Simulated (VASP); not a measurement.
A run of VASP 6.6.1:

File INCAR:

```
SYSTEM = Tl
PREC = Accurate
ENCUT = 520
EDIFF = 1E-6
ISMEAR = -1
SIGMA = 0.08
LREAL = .FALSE.
LASPH = .TRUE.
NELM = 60
ALGO = Normal
ISIF = 2
LWAVE = .FALSE.
LCHARG = .TRUE.
GGA = PE
LELF = .TRUE.
LVHAR = .TRUE.
NBANDS = 12
```

File KPOINTS:

```
Automatic mesh
0
G
  12 12 12
  0 0 0
```

File POSCAR:

```
Tl
1.0
    2.5807992469      0.0000000000      0.0000000000
    0.0000000000      2.5807992469      0.0000000000
    0.0000000000      0.0000000000      2.5807992469
Tl
1
Direct
    0.0000000000      0.0000000000      0.0000000000
```

Potentials or basis: VASP PAW PBE potentials, release 64 (Tl_d).

Launch:

```sh
$ cat potpaw_PBE.64/Tl_d/POTCAR > POTCAR
$ mpirun -np 1 vasp_std > vasp.out
```

Hardware: 1 thread of Intel(R) Xeon(R) 6975P-C (Granite Rapids), on a shared host.

Task: How long does it take, and how much memory?

Result: It took 6.4 s on 1 thread of Intel(R) Xeon(R) 6975P-C (Granite Rapids), on a shared host, peak memory 0.13 GiB. Counts: scf iterations 11, k points 84.
